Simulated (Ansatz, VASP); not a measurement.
# Pt16S in VASP and in Ansatz

```
Pt S
1.0
     5.54372    0.00000    0.00000
     2.77186    4.80100    0.00000
     0.00000    0.00000   23.28964
Pt S
16 1
Direct
  0.00000 0.00000 0.10734
  0.50000 0.00000 0.10734
  0.00000 0.50000 0.10734
  0.50000 0.50000 0.10734
  0.16667 0.16667 0.20452
  0.66667 0.16667 0.20452
  0.16667 0.66667 0.20452
  0.66667 0.66667 0.20452
  0.83474 0.33254 0.30137
  0.33236 0.33256 0.30139
  0.83308 0.83334 0.30572
  0.33235 0.83493 0.30136
  0.99398 0.99436 0.40378
  0.51112 0.99444 0.40388
  0.99410 0.51140 0.40395
  0.49968 0.50014 0.39725
  0.16637 0.16615 0.47014
```

Alike in both runs: task single point; functional PBE; dispersion D3(BJ); k mesh 2 × 2 × 1; occupations methfessel-paxton of order 1, width 0.1 eV; no spin polarisation.

```csv
,VASP,Ansatz
version,VASP 6.6.1,Ansatz 0.2.0
potentials or method,"VASP PAW PBE potentials, release 64 (Pt, S)","scalar-relativistic, plane waves, PAW"
plane-wave cutoff (eV),400,420
valence electrons in the cell,166,294
```

```csv
,VASP,Ansatz,Ansatz less VASP
rms of the force components (eV/Å),0.328,0.336,+0.0084
```

Atom by atom the forces differ by 0.013 eV/Å (rms over components). VASP's potentials hold 166 valence electrons a cell and Ansatz's 294, so a difference there can come from the potentials and not from the codes.

The k mesh is coarse, so the values compare programs but aren't converged. Neither program's run includes spin-orbit coupling.
